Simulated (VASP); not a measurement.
# MnNb3 (Pm-3m) in VASP: single point with PBEsol

Aim: the single point of MnNb3 with PBEsol.

All numbers are computed with VASP 6.6.1; they aren't measurements. Logs are shortened: lines on timing, memory, paths and dates and some standing lists are left out, and cuts for length are marked.

## Step 1: The cell of the first run

It takes space group Pm-3m (No. 221, cubic). The conventional cell has a = 4.104 Å, b = 4.104 Å, c = 4.104 Å, α = 90.00°, β = 90.00°, γ = 90.00°. Mn (site symmetry m-3m) has 12 Nb at 2.90 Å within 3.8 Å. Nb (site symmetry 4/mmm) has 4 Mn at 2.90 Å and 8 Nb at 2.90 Å within 3.8 Å.

## Step 2: Single point, PBEsol, collinear spin, ferromagnetic start (17.28 Å³/atom)

Input file INCAR:

```
  PREC = Accurate
  ENCUT = 520
  EDIFF = 1E-6
  ISMEAR = 0
  SIGMA = 0.05
  LREAL = F
  LASPH = T
  NELM = 150
  ALGO = Normal
  ISIF = 2
  LWAVE = F
  LCHARG = T
  ISPIN = 2
  MAGMOM = 3.38 0 0 0
  LORBIT = 11
  LMAXMIX = 4
  GGA = PS
  LELF = T
  LVHAR = T
  NBANDS = 38
```

Input file KPOINTS:

```
Automatic mesh
0
Gamma
  8 8 8
```

Input file POSCAR:

```
MnNb3
1.0
    4.1043027031      0.0000000000      0.0000000000
    0.0000000000      4.1043027031      0.0000000000
    0.0000000000      0.0000000000      4.1043027031
Mn Nb
1 3
Direct
    0.0000000000      0.0000000000      0.0000000000
    0.0000000000      0.5000000000      0.5000000000
    0.5000000000      0.5000000000      0.0000000000
    0.5000000000      0.0000000000      0.5000000000
```

Potentials or basis: VASP PAW PBE potentials, release 64 (Mn_pv, Nb_sv).

On the command line:

```bash
$ cat potpaw_PBE.64/Mn_pv/POTCAR potpaw_PBE.64/Nb_sv/POTCAR > POTCAR
$ mpirun -np 1 vasp_std > vasp.out
```

OUTCAR:

```text
PREC = Accurate
   ENCUT = 520
   EDIFF = 1E-6
   ISMEAR = 0
   LREAL = F
   LASPH = T
   NELM = 150
   ISIF = 2
   ISPIN = 2
   LORBIT = 11
   GGA = PS

 ion  position               nearest neighbor table
   1  0.000  0.000  0.000-   2 2.90   3 2.90   4 2.90   2 2.90   4 2.90   2 2.90   3 2.90   2 2.90
                             3 2.90   4 2.90   4 2.90   3 2.90
   2  0.000  0.500  0.500-   1 2.90   3 2.90   4 2.90   1 2.90   3 2.90   1 2.90   4 2.90   1 2.90
                             3 2.90   4 2.90   3 2.90   4 2.90
   3  0.500  0.500  0.000-   1 2.90   2 2.90   4 2.90   2 2.90   4 2.90   1 2.90   4 2.90   4 2.90
                             1 2.90   2 2.90   2 2.90   1 2.90
   4  0.500  0.000  0.500-   1 2.90   2 2.90   3 2.90   1 2.90   3 2.90   2 2.90   3 2.90   3 2.90
                             1 2.90   2 2.90   1 2.90   2 2.90

  LATTYP: Found a simple cubic cell.
 ALAT       =     4.1043027031

  Lattice vectors:

 A1 = (   4.1043027031,   0.0000000000,   0.0000000000)
 A2 = (   0.0000000000,   4.1043027031,   0.0000000000)
 A3 = (   0.0000000000,   0.0000000000,   4.1043027031)

Analysis of symmetry for initial positions (statically):
=====================================================================
 Subroutine PRICEL returns:
 Original cell was already a primitive cell.

 Routine SETGRP: Setting up the symmetry group for a
 simple cubic supercell.

 Subroutine GETGRP returns: Found 48 space group operations
 (whereof 48 operations were pure point group operations)
 out of a pool of 48 trial point group operations.

The static configuration has the point symmetry O_h .

Analysis of symmetry for dynamics (positions and initial velocities):
=====================================================================
 Subroutine PRICEL returns:
 Original cell was already a primitive cell.

 Routine SETGRP: Setting up the symmetry group for a
 simple cubic supercell.

 Subroutine GETGRP returns: Found 48 space group operations
 (whereof 48 operations were pure point group operations)
 out of a pool of 48 trial point group operations.

The dynamic configuration has the point symmetry O_h .

Analysis of structural, dynamic, and magnetic symmetry:
=====================================================================
 Subroutine PRICEL returns:
 Original cell was already a primitive cell.

[... 131 lines left out ...]
     AMIX_MAG =   1.60;   BMIX_MAG =  1.00
  volume/ion in A,a.u.               =      17.28       116.64
  Fermi-wavevector in a.u.,A,eV,Ry     =   1.488801  2.813425 30.157687  2.216527
  Thomas-Fermi vector in A             =   2.601790
   LORBIT       =     11    0 simple, 1 ext, 2 COOP (PROOUT), +10 PAW based schemes
   GGA     = PS    functional components
   LHFCALC =     F    Hartree Fock is set to
   AEXX    =    0.0000 exact exchange contribution
   IVDW    =     0    specifies the selected vdW correction
   LEPSILON=     F    determine dielectric tensor
   LRPA    =     F    only Hartree local field effects (RPA)
 spin polarized calculation
 Gauss-broadening in eV      SIGMA  =   0.05
  energy-cutoff  :      520.00
  volume of cell :       69.14
 maximum number of plane-waves:      1877
 NGX is ok and might be reduce to    32
   NGX = 15   NGY = 15   NGZ = 15

 number of electron      51.9999988 magnetization       3.0586727

 Free energy of the ion-electron system (eV)
  ---------------------------------------------------
  ext. energy  EPLUGINS =         0.00000000
  ---------------------------------------------------
  free energy    TOTEN  =       -41.25176287 eV

  energy without entropy =      -41.24357980  energy(sigma->0) =      -41.24767133

 E-fermi :  10.3401     XC(G=0): -12.5305

 val. band max:       10.3397365626   @ k =   0.2500   0.1250   0.0000
 cond. band min:      10.3411387334   @ k =   0.5000   0.2500   0.2500
 fundamental gap:      0.0014021709
 Fermi energy:        10.3401434242

 spin component 1

 k-point     1 :       0.0000    0.0000    0.0000
  band No.  band energies     occupation
      1     -44.2189      1.00000
      2     -43.9513      1.00000
      3     -43.9513      1.00000
      4     -38.9155      1.00000
      5     -38.9155      1.00000
      6     -38.9155      1.00000
[... 973 lines left out ...]
     37      14.3082      0.00000
     38      16.9959      0.00000

 [... further k-points ...]

 spin component 2

 k-point     1 :       0.0000    0.0000    0.0000
  band No.  band energies     occupation
      1     -44.2537      1.00000
      2     -43.9857      1.00000
      3     -43.9857      1.00000
      4     -35.6854      1.00000
      5     -35.6854      1.00000
      6     -35.6854      1.00000
[... 973 lines left out ...]
     37      14.9259      0.00000
     38      17.1142      0.00000

 [... further k-points ...]
[... 5 lines left out ...]
  --------------------------------------------------------------------------------------
  -------------------------------------------------------------------------------------
  Total       -2.4977445     -2.4977445     -2.4977445      0.0000000     -0.0000000     -0.0000000
  in kB      -57.8815897    -57.8815897    -57.8815897      0.0000000     -0.0000000     -0.0000000
  external PRESSURE =     -57.8815897 kB  Pullay stress =       0.0000000 kB

 VOLUME and BASIS-vectors are now :
 -----------------------------------------------------------------------------
  energy-cutoff  :      520.00
  volume of cell :       69.14
      direct lattice vectors                 reciprocal lattice vectors
     4.104302703  0.000000000  0.000000000     0.243646746  0.000000000  0.000000000
     0.000000000  4.104302703  0.000000000     0.000000000  0.243646746  0.000000000
     0.000000000  0.000000000  4.104302703     0.000000000  0.000000000  0.243646746

 POSITION                                       TOTAL-FORCE (eV/Angst)
 -----------------------------------------------------------------------------------
      0.00000      0.00000      0.00000         0.000000      0.000000      0.000000
      0.00000      2.05215      2.05215         0.000000      0.000000      0.000000
      2.05215      2.05215      0.00000         0.000000      0.000000      0.000000
      2.05215      0.00000      2.05215         0.000000      0.000000      0.000000
 -----------------------------------------------------------------------------------
    total drift:                                0.000000     -0.000000     -0.000000

  FREE ENERGIE OF THE ION-ELECTRON SYSTEM (eV)
  ---------------------------------------------------
  free  energy   TOTEN  =       -41.2517628718 eV

  energy  without entropy=      -41.2435797963  energy(sigma->0) =      -41.24767133

 total charge

# of ion       s       p       d       tot
------------------------------------------
    1        0.367   6.299   4.932  11.598
    2        2.226   5.998   2.455  10.679
    3        2.226   5.998   2.455  10.679
    4        2.226   5.998   2.455  10.679
--------------------------------------------------
tot          7.044  24.294  12.298  43.635

 magnetization (x)

# of ion       s       p       d       tot
------------------------------------------
    1        0.033   0.046   3.039   3.118
    2       -0.005  -0.002  -0.052  -0.058
    3       -0.005  -0.002  -0.052  -0.058
    4       -0.005  -0.002  -0.052  -0.058
--------------------------------------------------
tot          0.018   0.042   2.883   2.943
```

OSZICAR:

```text
N       E                     dE             d eps       ncg     rms          rms(c)
DAV:   1     0.697337683424E+03    0.69734E+03   -0.27839E+04  5424   0.151E+03
DAV:   2     0.166194481235E+02   -0.68072E+03   -0.65934E+03  5344   0.588E+02
DAV:   3    -0.407733387404E+02   -0.57393E+02   -0.53642E+02  9248   0.139E+02
DAV:   4    -0.450567306403E+02   -0.42834E+01   -0.41805E+01  7848   0.320E+01
[... 10 lines left out ...]
DAV:  15    -0.412519809762E+02    0.33649E-03   -0.45846E-04  8200   0.118E-01    0.193E-01
DAV:  16    -0.412518030760E+02    0.17790E-03   -0.14198E-04  7260   0.766E-02    0.964E-02
DAV:  17    -0.412517600359E+02    0.43040E-04   -0.92905E-05  7504   0.554E-02    0.232E-02
DAV:  18    -0.412517624809E+02   -0.24449E-05   -0.15269E-05  5914   0.220E-02    0.150E-02
DAV:  19    -0.412517628718E+02   -0.39095E-06   -0.97382E-07  4284   0.651E-03
   1 F= -.41251763E+02 E0= -.41247671E+02  d E =-.818308E-02  mag=     3.0611
```

It took 3.4 min on 1 thread of Oxide Virtual Turin-like, shared host; peak memory 0.25 GiB.

Results:

- Free energy: -41.2518 eV
- Pressure: -5.8 GPa
- Net moment: 3.06 μB per cell
- Site moments: Mn +3.12; Nb -0.06 μB
- Valence electrons inside the program's atomic spheres: Mn 11.60; Nb 10.68

Caveat: the cell stands under tension; the PAW data sets were made with another functional, which shifts forces and pressure a little.
